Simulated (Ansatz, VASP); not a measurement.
## Two plane-wave programs on Ta2N

```
Ta N
1.0
     3.06184    0.00000    0.00000
    -1.53092    2.65163    0.00000
     0.00000    0.00000    4.89870
Ta N
2 1
Cartesian
  1.5309 0.8839 3.6578
  0.0000 1.7678 1.2409
  0.0000 0.0000 0.0000
```

Change from the starting cell: engineering shear strain xy +0.0000, normal strain along z +0.0233.

Alike in both runs: task single point; functional LDA; k mesh 15 × 15 × 8; occupations gaussian, width 0.15 eV; no spin polarisation.

|  | VASP | Ansatz |
| --- | --- | --- |
| version | VASP 6.6.1 | Ansatz 0.2.0 |
| potentials or method | VASP PAW LDA potentials, release 64 (Ta_sv_GW, N), cutoff 700 eV | scalar-relativistic, plane waves, PAW |
| valence electrons in the cell | 31 | 31 |

Ansatz gave:

- gap on the k mesh at the Fermi level (eV): none
- pressure (GPa): -6.9
- traceless stress, the component that is largest in VASP (GPa): -3.29
- rms of the force components (eV/Å): 0.009

**Question.** What did VASP give for the same quantities?

**Answer.** gap on the k mesh at the Fermi level (eV): none; pressure (GPa): -6.1; traceless stress, the component that is largest in VASP (GPa): -3.42; rms of the force components (eV/Å): 0.026.

Ansatz warns that its potentials were made for another functional, while VASP's fit it. LDA's correlation is that of Perdew and Zunger in VASP and of Perdew and Wang (1992) in Ansatz. Atom by atom the forces differ by 0.017 eV/Å (rms over components). A gap of «none» marks a metal or a gap that the smearing closes.

Spin-orbit coupling is off throughout.
